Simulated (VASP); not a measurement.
# TaN (P6_3mc) in VASP: further runs

The runs below take TaN through electric field gradients, with PBEsol.

All numbers are computed with VASP 6.6.1; they aren't measurements. Logs are shortened: lines on timing, memory, paths and dates and some standing lists are left out, and cuts for length are marked.

## Step 1: The cell of the first run

Symmetry: P6_3mc, No. 186, hexagonal system. Conventional cell: a = 3.040 Å, b = 3.040 Å, c = 4.923 Å, α = 90.00°, β = 90.00°, γ = 120.00°. Within 2.4 Å of Ta (site symmetry 3m) lie 4 N at 1.84 to 1.90 Å. Within 2.4 Å of N (site symmetry 3m) lie 4 Ta at 1.84 to 1.90 Å.

## Step 2: Electric field gradients, PBEsol (volume scaled by 0.99)

INCAR

```
ALGO     = Normal         # electronic algorithm
EDIFF    = 1E-8           # SCF threshold, eV
ENCUT    = 520            # plane-wave cutoff, eV
GGA      = PS             # functional
ISIF     = 2              # what is computed and relaxed
ISMEAR   = -1             # smearing method
LASPH    = T              # aspherical terms in the spheres
LCHARG   = F              # write CHGCAR
LEFG     = T            
LREAL    = F              # projectors in reciprocal space
LWAVE    = F              # write WAVECAR
NBANDS   = 24             # bands
NELM     = 100            # most SCF steps
PREC     = Accurate       # precision mode
SIGMA    = 0.01           # smearing width, eV
```

KPOINTS

```
k-points
0
Gamma
  9 9 5
```

POSCAR

```
TaN
1.0
    3.0398003418      0.0000000000      0.0000000000
   -1.5199001709      2.6325443184      0.0000000000
    0.0000000000      0.0000000000      4.9234781375
Ta N
2 2
Direct
    0.3333333333      0.6666666667      0.0000000000
    0.6666666667      0.3333333333      0.5000000000
    0.3333333333      0.6666666667      0.3850000000
    0.6666666667      0.3333333333      0.8850000000
```

Potentials or basis: VASP PAW PBE potentials, release 64 (Ta_pv, N).

Started as:

```console
cat potpaw_PBE.64/Ta_pv/POTCAR potpaw_PBE.64/N/POTCAR > POTCAR
mpirun -np 1 vasp_std > vasp.out
```

OUTCAR:

```text
EDIFF = 1E-8
   ENCUT = 520
   GGA = PS
   ISIF = 2
   ISMEAR = -1
   LASPH = T
   LREAL = F
   NELM = 100
   PREC = Accurate

 ion  position               nearest neighbor table
   1  0.333  0.667  0.000-   4 1.84   4 1.84   4 1.84   3 1.90   2 3.02   2 3.02   2 3.02   2 3.02
                             2 3.02   2 3.02
   2  0.667  0.333  0.500-   3 1.84   3 1.84   3 1.84   4 1.90   1 3.02   1 3.02   1 3.02   1 3.02
                             1 3.02   1 3.02
   3  0.333  0.667  0.385-   2 1.84   2 1.84   2 1.84   1 1.90
   4  0.667  0.333  0.885-   1 1.84   1 1.84   1 1.84   2 1.90

  LATTYP: Found a hexagonal cell.
 ALAT       =     3.0398003418
 C/A-ratio  =     1.6196715520

  Lattice vectors:

 A1 = (   3.0398003418,   0.0000000000,   0.0000000000)
 A2 = (  -1.5199001709,   2.6325443184,   0.0000000000)
 A3 = (   0.0000000000,   0.0000000000,   4.9234781375)

Analysis of symmetry for initial positions (statically):
=====================================================================
 Subroutine PRICEL returns:
 Original cell was already a primitive cell.

 Routine SETGRP: Setting up the symmetry group for a
 hexagonal supercell.

 Subroutine GETGRP returns: Found 12 space group operations
 (whereof  6 operations were pure point group operations)
 out of a pool of 24 trial point group operations.

The static configuration has the point symmetry C_3v.
 The point group associated with its full space group is C_6v.

Analysis of symmetry for dynamics (positions and initial velocities):
=====================================================================
 Subroutine PRICEL returns:
 Original cell was already a primitive cell.

 Routine SETGRP: Setting up the symmetry group for a
 hexagonal supercell.

 Subroutine GETGRP returns: Found 12 space group operations
 (whereof  6 operations were pure point group operations)
 out of a pool of 24 trial point group operations.

The dynamic configuration has the point symmetry C_3v.
 The point group associated with its full space group is C_6v.

 Subroutine INISYM returns: Found 12 space group operations
 (whereof  6 operations are pure point group operations),
 and found     1 'primitive' translations

----------------------------------------------------------------------------------------

                                     Primitive cell

  volume of cell :      39.3997

  direct lattice vectors                    reciprocal lattice vectors
     3.039800342  0.000000000  0.000000000     0.328968974  0.189930326  0.000000000
    -1.519900171  2.632544318  0.000000000     0.000000000  0.379860652  0.000000000
     0.000000000  0.000000000  4.923478138     0.000000000  0.000000000  0.203108447

  length of vectors
     3.039800342  3.039800342  4.923478138     0.379860652  0.379860652  0.203108447

  position of ions in fractional coordinates (direct lattice)
     0.333333333  0.666666667  0.000000000
     0.666666667  0.333333333  0.500000000
     0.333333333  0.666666667  0.385000000
     0.666666667  0.333333333  0.885000000

  ion indices of the primitive-cell ions
   primitive index   ion index
                 1           1
                 2           2
                 3           3
                 4           4

----------------------------------------------------------------------------------------

 KPOINTS: k-points

Automatic generation of k-mesh.
 Grid dimensions read from file:
 generate k-points for:    9    9    5

 Generating k-lattice:

  Cartesian coordinates                     Fractional coordinates (reciprocal lattice)
     0.036552108  0.021103370  0.000000000     0.111111111  0.000000000  0.000000000
     0.000000000  0.042206739  0.000000000     0.000000000  0.111111111  0.000000000
     0.000000000  0.000000000  0.040621689     0.000000000  0.000000000  0.200000000

  Length of vectors
     0.042206739  0.042206739  0.040621689

  Shift w.r.t. Gamma in fractional coordinates (k-lattice)
     0.000000000  0.000000000  0.000000000

 Subroutine IBZKPT returns following result:
 ===========================================

 Found     36 irreducible k-points:

 Following reciprocal coordinates:
            Coordinates               Weight
  0.000000  0.000000  0.000000      1.000000
  0.111111  0.000000  0.000000      6.000000
  0.222222  0.000000  0.000000      6.000000
  0.333333  0.000000  0.000000      6.000000
  0.444444  0.000000  0.000000      6.000000
  0.111111  0.111111  0.000000      6.000000
[... 16 lines left out ...]
  0.333333  0.222222  0.200000     24.000000
  0.333333  0.333333  0.200000      4.000000
 [... further k-points ...]
   k-points           NKPTS =     36   k-points in BZ     NKDIM =     36   number of bands    NBANDS=     24
   number of dos      NEDOS =    301   number of ions     NIONS =      4
   total plane-waves  NPLWV =  23040
   dimension x,y,z NGX =    24 NGY =   24 NGZ =   40
   dimension x,y,z NGXF=    48 NGYF=   48 NGZF=   80
   ions per type =               2   2
   NGX,Y,Z   is equivalent  to a cutoff of  13.13, 13.13, 13.51 a.u.
   NGXF,Y,Z  is equivalent  to a cutoff of  26.25, 26.25, 27.01 a.u.
 SYSTEM =  unknown system
   PREC   = accura    normal or accurate (medium, high low for compatibility)
   ISTART =      0    job   : 0-new  1-cont  2-samecut
   ICHARG =      2    charge: 1-file 2-atom 10-const
   ISPIN  =      1    spin polarized calculation?
   LNONCOLLINEAR =      F non collinear calculations
   LSORBIT =      F    spin-orbit coupling
   LASPH  =      T    aspherical Exc in radial PAW
   ENCUT  =  520.0 eV  38.22 Ry    6.18 a.u.   5.65  5.65  9.15*2*pi/ulx,y,z
   NELM   =    100;   NELMIN=  2; NELMDL= -5     # of ELM steps
   EDIFF  = 0.1E-07   stopping-criterion for ELM
   LREAL  =      F    real-space projection
   EDIFFG = 0.1E-06   stopping-criterion for IOM
   NSW    =      0    number of steps for IOM
   IBRION =     -1    ionic relax: 0-MD 1-quasi-New 2-CG
   NFREE  =      0    steps in history (QN), initial steepest desc. (CG)
   ISIF   =      2    stress and relaxation
   ISYM   =      2    0-nonsym 1-usesym 2-fastsym
   POTIM  = 0.5000    time-step for ionic-motion
   TEBEG  =    0.0;   TEEND  =   0.0 temperature during run
   PSTRESS=    0.0 pullay stress
   NELECT =      32.0000    total number of electrons
   NUPDOWN=      -1.0000    fix difference up-down
   EMIN   =  10.00;   EMAX   =-10.00  energy-range for DOS
   EFERMI =   0.00;   METHOD = LEGACY
   ISMEAR =    -1;   SIGMA  =   0.01  broadening in eV -4-tet -1-fermi 0-gaus
   EFERMI_NEDOS =   21; number of points for ismear=-14 and -15
   IALGO  =     38    algorithm
   IMIX   =      4    mixing-type and parameters
     AMIX     =   0.40;   BMIX     =  1.00
     AMIX_MAG =   1.60;   BMIX_MAG =  1.00
  volume/ion in A,a.u.               =       9.85        66.47
  Fermi-wavevector in a.u.,A,eV,Ry     =   1.527427  2.886419 31.742860  2.333034
  Thomas-Fermi vector in A             =   2.635325
   LORBIT       =      0    0 simple, 1 ext, 2 COOP (PROOUT), +10 PAW based schemes
   GGA     = PS    functional components
   LHFCALC =     F    Hartree Fock is set to
   AEXX    =    0.0000 exact exchange contribution
   IVDW    =     0    specifies the selected vdW correction
   LEPSILON=     F    determine dielectric tensor
   LRPA    =     F    only Hartree local field effects (RPA)
 non-spin polarized calculation
  energy-cutoff  :      520.00
  volume of cell :       39.40
 maximum number of plane-waves:      1087
 NGX is ok and might be reduce to    24
   NGX = 11   NGY = 11   NGZ = 19

 number of electron      32.0000000 magnetization

 Free energy of the ion-electron system (eV)
  ---------------------------------------------------
  ext. energy  EPLUGINS =         0.00000000
  ---------------------------------------------------
  free energy    TOTEN  =       -40.48262328 eV

  energy without entropy =      -40.48133520  energy(sigma->0) =      -40.48197924

 E-fermi :   9.7155     XC(G=0): -13.7533

 val. band max:        9.7050085883   @ k =   0.2222   0.0000   0.0000
 cond. band min:       9.7204844273   @ k =   0.1111   0.1111   0.4000
 fundamental gap:      0.0154758390
 Fermi energy:         9.7154805891

 k-point     1 :       0.0000    0.0000    0.0000
  band No.  band energies     occupation
      1     -26.3759      2.00000
      2     -25.2309      2.00000
      3     -25.2309      2.00000
      4     -25.0311      2.00000
      5     -25.0311      2.00000
      6     -24.9613      2.00000
[... 637 lines left out ...]
     23      17.4725      0.00000
     24      17.4725      0.00000

 [... further k-points ...]
[... 5 lines left out ...]
  --------------------------------------------------------------------------------------
  -------------------------------------------------------------------------------------
  Total       35.8251559     35.8251559     29.3641590      0.0000000     -0.0000000      0.0000000
  in kB     1456.8200381   1456.8200381   1194.0853908      0.0000000     -0.0000000      0.0000000
  external PRESSURE =    1369.2418223 kB  Pullay stress =       0.0000000 kB

 VOLUME and BASIS-vectors are now :
 -----------------------------------------------------------------------------
  energy-cutoff  :      520.00
  volume of cell :       39.40
      direct lattice vectors                 reciprocal lattice vectors
     3.039800342  0.000000000  0.000000000     0.328968974  0.189930326  0.000000000
    -1.519900171  2.632544318  0.000000000     0.000000000  0.379860652  0.000000000
     0.000000000  0.000000000  4.923478138     0.000000000  0.000000000  0.203108447

 POSITION                                       TOTAL-FORCE (eV/Angst)
 -----------------------------------------------------------------------------------
     -0.00000      1.75503      0.00000         0.000000      0.000000      2.341607
      1.51990      0.87751      2.46174        -0.000000      0.000000      2.341607
     -0.00000      1.75503      1.89554         0.000000      0.000000     -2.341607
      1.51990      0.87751      4.35728        -0.000000     -0.000000     -2.341607
 -----------------------------------------------------------------------------------
    total drift:                               -0.000000      0.000000      0.000545

  FREE ENERGIE OF THE ION-ELECTRON SYSTEM (eV)
  ---------------------------------------------------
  free  energy   TOTEN  =       -40.4826232765 eV

  energy  without entropy=      -40.4813352036  energy(sigma->0) =      -40.48197924

 Electric field gradients (V/A^2)
---------------------------------------------------------------------
 ion       V_xx      V_yy      V_zz      V_xy      V_xz      V_yz
---------------------------------------------------------------------
   1     -61.633   -61.634   123.267    -0.000    -0.000     0.000
   2     -61.633   -61.634   123.267    -0.000     0.000    -0.000
   3      -5.455    -5.454    10.910     0.001     0.000    -0.000
   4      -5.455    -5.454    10.910     0.001    -0.000     0.000
---------------------------------------------------------------------

 Electric field gradients after diagonalization (V/A^2)
 (convention: |V_zz| > |V_xx| > |V_yy|)
----------------------------------------------------------------------
 ion       V_xx      V_yy      V_zz     asymmetry (V_yy - V_xx)/ V_zz
----------------------------------------------------------------------
   1     -61.634   -61.633   123.267       0.000
   2     -61.634   -61.633   123.267       0.000
   3      -5.456    -5.454    10.910       0.000
   4      -5.456    -5.454    10.910       0.000
----------------------------------------------------------------------

           NMR quadrupolar parameters

 Cq : quadrupolar parameter    Cq=e*Q*V_zz/h
 eta: asymmetry parameters     (V_yy - V_xx)/ V_zz
 Q  : nuclear electric quadrupole moment in mb (millibarn)
----------------------------------------------------------------------
 ion       Cq(MHz)       eta       Q (mb)
----------------------------------------------------------------------
   1       0.298       0.000       1.000
   2       0.298       0.000       1.000
   3       0.026       0.000       1.000
   4       0.026       0.000       1.000
----------------------------------------------------------------------
```

Run time: 23 s. Hardware: 1 thread of AMD EPYC 9R45 (Zen 5), shared host; peak memory 0.14 GiB.

What came out:

- Free energy: -40.4826 eV
- Pressure: 136.9 GPa
- Largest force: 2.342 eV/Å
- Band gap on the k mesh: zero (band 16 reaches 10.26 eV, above the bottom of band 17 at 8.03 eV)

Forces on the atoms (eV/Å):
```
Ta   0.000  0.000  2.342
Ta   0.000  0.000  2.342
N    0.000  0.000 -2.342
N    0.000  0.000 -2.342
```

Stress tensor (GPa, compression positive):
```
145.68   0.00   0.00
  0.00 145.68   0.00
  0.00   0.00 119.41
```

Levels at points of the mesh, in eV from the Fermi level:
```csv
k point,band 13,band 14,band 15,band 16,band 17,band 18,band 19,band 20
"(0.00, 0.00, 0.00)",-7.93,-7.54,-0.88,-0.88,-0.30,2.19,2.68,2.68
```

Electric field gradients, principal values (V/Å²):
```tsv
atom	least	middle	greatest (by size)
1 Ta	-61.633	-61.634	123.267
2 Ta	-61.633	-61.634	123.267
3 N	-5.454	-5.456	10.910
4 N	-5.454	-5.456	10.910
```

Caveat: without QUAD_EFG the Cq values of the log hold for a quadrupole moment of 1 mb, not for the nuclei; the PAW data sets were made with another functional, which shifts forces and pressure a little; spin-orbit coupling is left out, which moves the levels of the heavy elements.

[end of part 1 of 2]
